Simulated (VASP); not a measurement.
# GaN (F-43m) in VASP: a series of runs

Aim: see how the results for GaN move with the level of theory and the settings. Levels: PBE-based screened hybrid with 25 % exact exchange, PBE. Tasks: single point.

Program: VASP 6.6.1. These are calculated values, not measurements. Logs are shortened: lines on timing, memory, paths and dates and some standing lists are left out, and cuts for length are marked.

### Step 1. The cell of the first run

Symmetry: F-43m, No. 216, cubic system. The conventional cell has a = 4.507 Å, b = 4.507 Å, c = 4.507 Å, α = 90.00°, β = 90.00°, γ = 90.00°. Within 2.6 Å of Ga (site symmetry -43m) lie 4 N at 1.95 Å. N (site symmetry -43m) has 4 Ga at 1.95 Å within 2.6 Å.

### Step 2. Single point, PBE-based screened hybrid with 25 % exact exchange

Input file POSCAR:

```
GaN
1.0
    0.0000000000      2.2535006075      2.2535006075
    2.2535006075      0.0000000000      2.2535006075
    2.2535006075      2.2535006075      0.0000000000
Ga N
1 1
Direct
    0.0000000000      0.0000000000      0.0000000000
    0.2500000000      0.2500000000      0.2500000000
```

Input file INCAR.step1:

```
  PREC = Accurate
  ENCUT = 520
  EDIFF = 1E-5
  ISMEAR = -1
  SIGMA = 0.05
  LREAL = F
  LASPH = T
  NELM = 80
  ALGO = Normal
  ISIF = 2
  LWAVE = T
  LCHARG = F
  NBANDS = 16
  GGA = PE
```

Input file INCAR.step2:

```
  PREC = Accurate
  ENCUT = 520
  EDIFF = 1E-7
  ISMEAR = -1
  SIGMA = 0.05
  LREAL = F
  LASPH = T
  NELM = 80
  ALGO = Normal
  ISIF = 2
  LWAVE = F
  LCHARG = F
  GGA = PE
  LHFCALC = T
  AEXX = 0.25
  HFSCREEN = 0.2
  PRECFOCK = Normal
  NBANDS = 16
  ISTART = 1
```

Input file KPOINTS:

```
regular mesh
0
Gamma
  5 5 5
```

Potentials or basis: VASP PAW PBE potentials, release 64 (Ga_d, N).

On the command line:

```sh
$ cat potpaw_PBE.64/Ga_d/POTCAR potpaw_PBE.64/N/POTCAR > POTCAR
$ cp INCAR.step1 INCAR
$ mpirun -np 1 vasp_std > vasp.out
$ cp INCAR.step2 INCAR
$ mpirun -np 1 vasp_std > vasp.out
```

OUTCAR:

```text
PREC = Accurate
   ENCUT = 520
   EDIFF = 1E-7
   ISMEAR = -1
   LREAL = F
   LASPH = T
   NELM = 80
   ISIF = 2
   GGA = PE
   LHFCALC = T
   AEXX = 0.25
   HFSCREEN = 0.2
   PRECFOCK = Normal
   ISTART = 1

 ion  position               nearest neighbor table
   1  0.000  0.000  0.000-   2 1.95   2 1.95   2 1.95   2 1.95
   2  0.250  0.250  0.250-   1 1.95   1 1.95   1 1.95   1 1.95

  LATTYP: Found a face centered cubic cell.
 ALAT       =     4.5070012150

  Lattice vectors:

 A1 = (   0.0000000000,   2.2535006075,   2.2535006075)
 A2 = (   2.2535006075,   0.0000000000,   2.2535006075)
 A3 = (   2.2535006075,   2.2535006075,   0.0000000000)

Analysis of symmetry for initial positions (statically):
=====================================================================
 Subroutine PRICEL returns:
 Original cell was already a primitive cell.

 Routine SETGRP: Setting up the symmetry group for a
 face centered cubic supercell.

 Subroutine GETGRP returns: Found 24 space group operations
 (whereof 24 operations were pure point group operations)
 out of a pool of 48 trial point group operations.

The static configuration has the point symmetry T_d .

Analysis of symmetry for dynamics (positions and initial velocities):
=====================================================================
 Subroutine PRICEL returns:
 Original cell was already a primitive cell.

 Routine SETGRP: Setting up the symmetry group for a
 face centered cubic supercell.

 Subroutine GETGRP returns: Found 24 space group operations
 (whereof 24 operations were pure point group operations)
 out of a pool of 48 trial point group operations.

The dynamic configuration has the point symmetry T_d .

 Subroutine INISYM returns: Found 24 space group operations
 (whereof 24 operations are pure point group operations),
 and found     1 'primitive' translations

----------------------------------------------------------------------------------------

                                     Primitive cell

[... 73 lines left out ...]
   ENCUT  =  520.0 eV  38.22 Ry    6.18 a.u.   5.93  5.93  5.93*2*pi/ulx,y,z
   NELM   =     80;   NELMIN=  2; NELMDL=  0     # of ELM steps
   EDIFF  = 0.1E-06   stopping-criterion for ELM
   LREAL  =      F    real-space projection
   EDIFFG = 0.1E-05   stopping-criterion for IOM
   NSW    =      0    number of steps for IOM
   IBRION =     -1    ionic relax: 0-MD 1-quasi-New 2-CG
   NFREE  =      0    steps in history (QN), initial steepest desc. (CG)
   ISIF   =      2    stress and relaxation
   ISYM   =      3    0-nonsym 1-usesym 2-fastsym
   POTIM  = 0.5000    time-step for ionic-motion
   TEBEG  =    0.0;   TEEND  =   0.0 temperature during run
   PSTRESS=    0.0 pullay stress
   NELECT =      18.0000    total number of electrons
   NUPDOWN=      -1.0000    fix difference up-down
   EMIN   =  10.00;   EMAX   =-10.00  energy-range for DOS
   EFERMI =   0.00;   METHOD = LEGACY
   ISMEAR =    -1;   SIGMA  =   0.05  broadening in eV -4-tet -1-fermi 0-gaus
   EFERMI_NEDOS =   21; number of points for ismear=-14 and -15
   IALGO  =     38    algorithm
   IMIX   =      1    mixing-type and parameters
     AMIX     =   0.40;   BMIX     =  1.00
     AMIX_MAG =   1.60;   BMIX_MAG =  1.00
  volume/ion in A,a.u.               =      11.44        77.23
  Fermi-wavevector in a.u.,A,eV,Ry     =   1.511117  2.855596 31.068543  2.283473
  Thomas-Fermi vector in A             =   2.621216
   LORBIT       =      0    0 simple, 1 ext, 2 COOP (PROOUT), +10 PAW based schemes
   GGA     = PE    functional components
   LHFCALC =     T    Hartree Fock is set to
   PRECFOCK=normal    Normal, Fast or Accurate (Low or Medium for compatibility)
   ENCUT4O =  -1.0   cutoff for four orbital integrals eV
   NKREDX  =     1    reduce k-point grid by
   NKREDY  =     1    reduce k-point grid by
   NKREDZ  =     1    reduce k-point grid by
   AEXX    =    0.2500 exact exchange contribution
   HFSCREEN=    0.2000 screening length (either q_TF or 0.3 A-1)
   HFSCREENC=   0.2000 screening length for correlation (either q_TF or 0.3 A-1)
   ENCUTFOCK=  -1.0 apply spherical cutoff to Coloumb kernel
   IVDW    =     0    specifies the selected vdW correction
   LEPSILON=     F    determine dielectric tensor
   LRPA    =     F    only Hartree local field effects (RPA)
 non-spin polarized calculation
  energy-cutoff  :      520.00
  volume of cell :       22.89
 maximum number of plane-waves:       629
  NGX = 18; NGY = 18; NGZ = 18

 number of electron      18.0000004 magnetization

 Free energy of the ion-electron system (eV)
  ---------------------------------------------------
  ext. energy  EPLUGINS =         0.00000000
  ---------------------------------------------------
  free energy    TOTEN  =       -14.76154658 eV

  energy without entropy =      -14.76154658  energy(sigma->0) =      -14.76154658

 E-fermi :   5.5972     XC(G=0):  -9.5476

 val. band max:        4.4521486427   @ k =   0.0000   0.0000   0.0000
 cond. band min:       7.4585013402   @ k =   0.0000   0.0000   0.0000
 fundamental gap:      3.0063526975
 Fermi energy:         5.5972014375

 k-point     1 :       0.0000    0.0000    0.0000
  band No.  band energies     occupation
      1     -12.9889      2.00000
      2     -11.1295      2.00000
      3     -11.1295      2.00000
      4     -11.1295      2.00000
      5     -10.8136      2.00000
      6     -10.8136      2.00000
[... 167 lines left out ...]
      3     -10.9567      2.00000
      4     -10.8473      2.00000
      5     -10.7888      2.00000
      6      -8.6624      2.00000
[... 8 lines left out ...]
     15      25.6652      0.00000
     16      29.7092      0.00000

------------------------ aborting loop because EDIFF is reached ----------------------------------------

  FORCE on cell =-STRESS in cart. coord.  units (eV):
  Direction    XX          YY          ZZ          XY          YZ          ZX
  --------------------------------------------------------------------------------------
  -------------------------------------------------------------------------------------
  Total       -0.1943082     -0.1943082     -0.1943082     -0.0000000      0.0000000     -0.0000000
  in kB      -13.6018738    -13.6018738    -13.6018738     -0.0000000      0.0000000     -0.0000000
  external PRESSURE =     -13.6018738 kB  Pullay stress =       0.0000000 kB

 VOLUME and BASIS-vectors are now :
 -----------------------------------------------------------------------------
  energy-cutoff  :      520.00
  volume of cell :       22.89
      direct lattice vectors                 reciprocal lattice vectors
     0.000000000  2.253500607  2.253500607    -0.221877020  0.221877020  0.221877020
     2.253500607  0.000000000  2.253500607     0.221877020 -0.221877020  0.221877020
     2.253500607  2.253500607  0.000000000     0.221877020  0.221877020 -0.221877020

 POSITION                                       TOTAL-FORCE (eV/Angst)
 -----------------------------------------------------------------------------------
      0.00000      0.00000      0.00000         0.000000      0.000000      0.000000
      1.12675      1.12675      1.12675         0.000000     -0.000000     -0.000000
 -----------------------------------------------------------------------------------
    total drift:                                0.000002     -0.000003     -0.000000

  FREE ENERGIE OF THE ION-ELECTRON SYSTEM (eV)
  ---------------------------------------------------
  free  energy   TOTEN  =       -14.7615465772 eV

  energy  without entropy=      -14.7615465772  energy(sigma->0) =      -14.76154658
```

OUTCAR.step1:

```text
PREC = Accurate
   ENCUT = 520
   EDIFF = 1E-5
   ISMEAR = -1
   LREAL = F
[... 394 lines left out ...]
      0.00000      0.00000      0.00000         0.000000      0.000000     -0.000000
      1.12675      1.12675      1.12675        -0.000000     -0.000000      0.000000
 -----------------------------------------------------------------------------------
    total drift:                                0.000002      0.000002      0.000001

  FREE ENERGIE OF THE ION-ELECTRON SYSTEM (eV)
  ---------------------------------------------------
  free  energy   TOTEN  =       -12.1272929931 eV

  energy  without entropy=      -12.1272929914  energy(sigma->0) =      -12.12729299
```

OSZICAR.step1:

```text
N       E                     dE             d eps       ncg     rms          rms(c)
DAV:   1     0.727878553973E+02    0.72788E+02   -0.93277E+03   368   0.199E+03
DAV:   2    -0.921705173161E+01   -0.82005E+02   -0.75503E+02   360   0.307E+02
DAV:   3    -0.140898160914E+02   -0.48728E+01   -0.48566E+01   376   0.653E+01
DAV:   4    -0.141394421755E+02   -0.49626E-01   -0.49623E-01   416   0.706E+00
DAV:   5    -0.141402388016E+02   -0.79663E-03   -0.79663E-03   368   0.781E-01    0.773E+00
DAV:   6    -0.121259276426E+02    0.20143E+01   -0.49624E+00   480   0.398E+01    0.268E+00
DAV:   7    -0.121347348312E+02   -0.88072E-02   -0.32177E-01   320   0.653E+00    0.177E+00
DAV:   8    -0.121310306291E+02    0.37042E-02   -0.56406E-02   360   0.326E+00    0.768E-01
DAV:   9    -0.121270364708E+02    0.39942E-02   -0.14323E-02   488   0.276E+00    0.193E-01
DAV:  10    -0.121273862241E+02   -0.34975E-03   -0.15730E-03   368   0.572E-01    0.905E-02
DAV:  11    -0.121272871385E+02    0.99086E-04   -0.30094E-04   472   0.264E-01    0.106E-02
DAV:  12    -0.121272929931E+02   -0.58547E-05   -0.31182E-05   328   0.548E-02
   1 F= -.12127293E+02 E0= -.12127293E+02  d E =-.174305E-08
```

Wall time 12 min (1 thread of Intel Xeon Platinum 8259CL at 2.50GHz (Skylake/Cascade Lake), shared host); peak memory 0.25 GiB.

Results:

- Free energy: -14.7615 eV
- Pressure: -1.4 GPa
- Band gap on the k mesh: 3.01 eV

Levels at points of the mesh, in eV from the valence-band top:
```csv
k point,band 5,band 6,band 7,band 8,band 9,band 10,band 11,band 12,band 13,band 14
"(0.00, 0.00, 0.00)",-15.27,-15.27,0.00,0.00,0.00,3.01,11.94,11.94,11.94,19.41
```

Caveat: the k points lie up to 0.48 Å⁻¹ apart; the PAW data sets were made with another functional, which shifts forces and pressure a little.

### Step 3. Single point, PBE-based screened hybrid with 25 % exact exchange

POSCAR is that of step 2.

Input file INCAR.step1:

```
SYSTEM = GaN
  PREC = Accurate
  ENCUT = 520
  EDIFF = 1E-5
  ISMEAR = -1
  SIGMA = 0.05
  LREAL = .False.
  LASPH = .True.
  NELM = 60
  ALGO = Normal
  ISIF = 2
  LWAVE = .True.
  GGA = PE
  NBANDS = 16
```

Input file INCAR.step2:

```
SYSTEM = GaN
  PREC = Accurate
  ENCUT = 520
  EDIFF = 1E-7
  ISMEAR = -1
  SIGMA = 0.05
  LREAL = .False.
  LASPH = .True.
  NELM = 60
  ALGO = Normal
  ISIF = 2
  LWAVE = .False.
  LCHARG = .True.
  GGA = PE
  LHFCALC = .True.
  AEXX = 0.25
  HFSCREEN = 0.3
  PRECFOCK = Normal
  LELF = .True.
  LVHAR = .True.
  ISTART = 1
  NBANDS = 16
```

Input file KPOINTS:

```
regular mesh
0
Gamma
  5 5 5
  0 0 0
```

Potentials or basis: VASP PAW PBE potentials, release 64 (Ga_d, N).

On the command line:

```sh
$ cat potpaw_PBE.64/Ga_d/POTCAR potpaw_PBE.64/N/POTCAR > POTCAR
$ cp INCAR.step1 INCAR
$ mpirun -np 1 vasp_std > vasp.out
$ cp INCAR.step2 INCAR
$ mpirun -np 1 vasp_std > vasp.out
```

Wall time 12 min (1 thread of Intel Xeon Platinum 8259CL at 2.50GHz (Skylake/Cascade Lake), shared host); peak memory 0.25 GiB.

Results (log left out):

```
Free energy            : -14.3680 eV
Pressure               : -0.9 GPa
Band gap on the k mesh : 2.77 eV
```

Levels at points of the mesh, in eV from the valence-band top:
| k point | band 5 | band 6 | band 7 | band 8 | band 9 | band 10 | band 11 | band 12 | band 13 | band 14 |
| --- | --- | --- | --- | --- | --- | --- | --- | --- | --- | --- |
| (0.00, 0.00, 0.00) | -15.21 | -15.21 | 0.00 | 0.00 | 0.00 | 2.77 | 11.65 | 11.65 | 11.65 | 19.13 |

Caveat: the k points lie up to 0.48 Å⁻¹ apart; the PAW data sets were made with another functional, which shifts forces and pressure a little.

### Step 4. Single point, PBE-based screened hybrid with 25 % exact exchange

POSCAR is that of step 3.

Input file INCAR.step1:

```
SYSTEM = GaN
ALGO = Normal ; EDIFF = 1E-5
ENCUT = 520 ; GGA = PE
ISIF = 2 ; ISMEAR = -1
LASPH = .True. ; LREAL = .False.
LWAVE = .True. ; NBANDS = 16
NELM = 80 ; PREC = Accurate
SIGMA = 0.05
```

Input file INCAR.step2:

```
SYSTEM = GaN
AEXX = 0.25 ; ALGO = Normal
EDIFF = 1E-6 ; ENCUT = 520
GGA = PE ; HFSCREEN = 0.4
ISIF = 2 ; ISMEAR = -1
ISTART = 1 ; LASPH = .True.
LCHARG = .True. ; LELF = .True.
LHFCALC = .True. ; LREAL = .False.
LVHAR = .True. ; LWAVE = .False.
NBANDS = 16 ; NELM = 80
PREC = Accurate ; PRECFOCK = Normal
SIGMA = 0.05
```

Input file KPOINTS:

```
k-points
0
Gamma
  5 5 5
  0 0 0
```

On the command line:

```sh
$ cat potpaw_PBE.64/Ga_d/POTCAR potpaw_PBE.64/N/POTCAR > POTCAR
$ cp INCAR.step1 INCAR
$ mpirun -np 1 vasp_std > vasp.out
$ cp INCAR.step2 INCAR
$ mpirun -np 1 vasp_std > vasp.out
```

Run time: 11 min. Hardware: 1 thread of Intel Xeon Platinum 8259CL at 2.50GHz (Skylake/Cascade Lake), shared host; peak memory 0.25 GiB.

The run converged. Its results:

* Free energy: -14.0256 eV
* Pressure: -0.3 GPa
* Band gap on the k mesh: 2.58 eV

Levels at points of the mesh, in eV from the valence-band top:
```tsv
k point	band 7	band 8	band 9	band 10	band 11	band 12
(0.00, 0.00, 0.00)	0.00	0.00	0.00	2.58	11.42	11.42
```

Caveat: the k points lie up to 0.48 Å⁻¹ apart; the PAW data sets were made with another functional, which shifts forces and pressure a little.

### Step 5. Single point, PBE-based screened hybrid with 25 % exact exchange

POSCAR is that of step 4.

Input file INCAR.step1:

```
SYSTEM = GaN
PREC     = Accurate       ! precision mode
ENCUT    = 520            ! plane-wave cutoff, eV
EDIFF    = 1E-5           ! SCF threshold, eV
ISMEAR   = -1             ! smearing method
SIGMA    = 0.05           ! smearing width, eV
LREAL    = .False.        ! projectors in reciprocal space
LASPH    = .True.         ! aspherical terms in the spheres
NELM     = 60             ! most SCF steps
ALGO     = Normal         ! electronic algorithm
ISIF     = 2              ! what is computed and relaxed
LWAVE    = .True.         ! write WAVECAR
LCHARG   = .False.        ! write CHGCAR
NBANDS   = 16             ! bands
GGA      = PE             ! functional
```

Input file INCAR.step2:

```
SYSTEM = GaN
PREC     = Accurate       ! precision mode
ENCUT    = 520            ! plane-wave cutoff, eV
EDIFF    = 1E-6           ! SCF threshold, eV
ISMEAR   = -1             ! smearing method
SIGMA    = 0.05           ! smearing width, eV
LREAL    = .False.        ! projectors in reciprocal space
LASPH    = .True.         ! aspherical terms in the spheres
NELM     = 60             ! most SCF steps
ALGO     = Normal         ! electronic algorithm
ISIF     = 2              ! what is computed and relaxed
LWAVE    = .False.        ! write WAVECAR
LCHARG   = .False.        ! write CHGCAR
GGA      = PE             ! functional
LHFCALC  = .True.         ! exact exchange
AEXX     = 0.25           ! exact-exchange fraction
HFSCREEN = 0.6            ! screening, 1/A
PRECFOCK = Normal       
NBANDS   = 16             ! bands
ISTART   = 1
```

Input file KPOINTS:

```
Automatic mesh
0
Gamma
  5 5 5
  0 0 0
```

On the command line:

```sh
$ cat potpaw_PBE.64/Ga_d/POTCAR potpaw_PBE.64/N/POTCAR > POTCAR
$ cp INCAR.step1 INCAR
$ mpirun -np 1 vasp_std > vasp.out
$ cp INCAR.step2 INCAR
$ mpirun -np 1 vasp_std > vasp.out
```

It took 10 min on 1 thread of Intel Xeon Platinum 8259CL at 2.50GHz (Skylake/Cascade Lake), shared host; peak memory 0.25 GiB.

It converged, with:

```
Free energy            : -13.4786 eV
Pressure               : 1.0 GPa
Band gap on the k mesh : 2.29 eV
```

Levels at points of the mesh, in eV from the valence-band top:
| k point | band 5 | band 6 | band 7 | band 8 | band 9 | band 10 | band 11 | band 12 | band 13 | band 14 |
| --- | --- | --- | --- | --- | --- | --- | --- | --- | --- | --- |
| (0.00, 0.00, 0.00) | -14.93 | -14.93 | 0.00 | 0.00 | 0.00 | 2.29 | 11.09 | 11.09 | 11.09 | 18.53 |

Caveat: the k points lie up to 0.48 Å⁻¹ apart; the PAW data sets were made with another functional, which shifts forces and pressure a little.

### Step 6. Single point, PBE

Input file INCAR:

```
SYSTEM = GaN
  ALGO = Normal
  EDIFF = 1E-6
  ENCUT = 520
  GGA = PE
  ISIF = 2
  ISMEAR = -1
  LASPH = .True.
  LCHARG = .False.
  LREAL = .False.
  LWAVE = .False.
  NBANDS = 16
  NELM = 60
  PREC = Accurate
  SIGMA = 0.05
```

Input file KPOINTS:

```
k-points
0
Gamma
  6 6 6
  0 0 0
```

POSCAR is that of step 5.

Potentials or basis: VASP PAW PBE potentials, release 64 (Ga_d, N).

On the command line:

```sh
$ cat potpaw_PBE.64/Ga_d/POTCAR potpaw_PBE.64/N/POTCAR > POTCAR
$ mpirun -np 1 vasp_std > vasp.out
```

It took 3.7 s on 1 thread of AMD EPYC 9R45 (Zen 5), shared host; peak memory 0.1 GiB.

Results (log left out):

* Free energy: -12.1387 eV
* Pressure: 5.0 GPa
* Band gap on the k mesh: 1.72 eV

Levels at points of the mesh, in eV from the valence-band top:
| k point | band 6 | band 7 | band 8 | band 9 | band 10 | band 11 | band 12 | band 13 |
| --- | --- | --- | --- | --- | --- | --- | --- | --- |
| (0.00, 0.00, 0.00) | -13.13 | 0.00 | 0.00 | 0.00 | 1.72 | 10.30 | 10.30 | 10.30 |
| (0.50, 0.00, 0.00) | -11.88 | -7.04 | -0.97 | -0.97 | 4.64 | 8.73 | 10.36 | 10.36 |
| (0.50, 0.50, 0.00) | -11.46 | -6.12 | -2.70 | -2.70 | 3.35 | 6.66 | 11.71 | 13.96 |

Caveat: the cell stands under pressure.

### Step 7. The runs side by side

| level | k mesh | grid for exact exchange (PRECFOCK) | share of exact exchange | screening parameter | gap on the mesh (eV) | pressure (GPa) |
| --- | --- | --- | --- | --- | --- | --- |
| PBE-based screened hybrid with 25 % exact exchange | 5 × 5 × 5 | Normal | 0.25 | 0.2 1/Å | 3.01 | -1.4 |
| PBE-based screened hybrid with 25 % exact exchange | 5 × 5 × 5 | Normal | 0.25 | 0.3 1/Å | 2.77 | -0.9 |
| PBE-based screened hybrid with 25 % exact exchange | 5 × 5 × 5 | Normal | 0.25 | 0.4 1/Å | 2.58 | -0.3 |
| PBE-based screened hybrid with 25 % exact exchange | 5 × 5 × 5 | Normal | 0.25 | 0.6 1/Å | 2.29 | 1.0 |
| PBE | 6 × 6 × 6 | - | - | - | 1.72 | 5.0 |

Alike in all rows: task single point; potentials or basis VASP PAW PBE potentials, release 64 (Ga_d, N); no spin polarisation; cell as given; cutoff (eV) 520; smearing fermi-dirac 0.05 eV.

Caveats: some runs use coarse meshes; the PAW data sets were made with another functional, which shifts forces and pressure a little (at least some runs); the cell stands under pressure (at least some runs).

Total energies depend on the potentials used, so only differences within one code and one set of settings carry meaning.
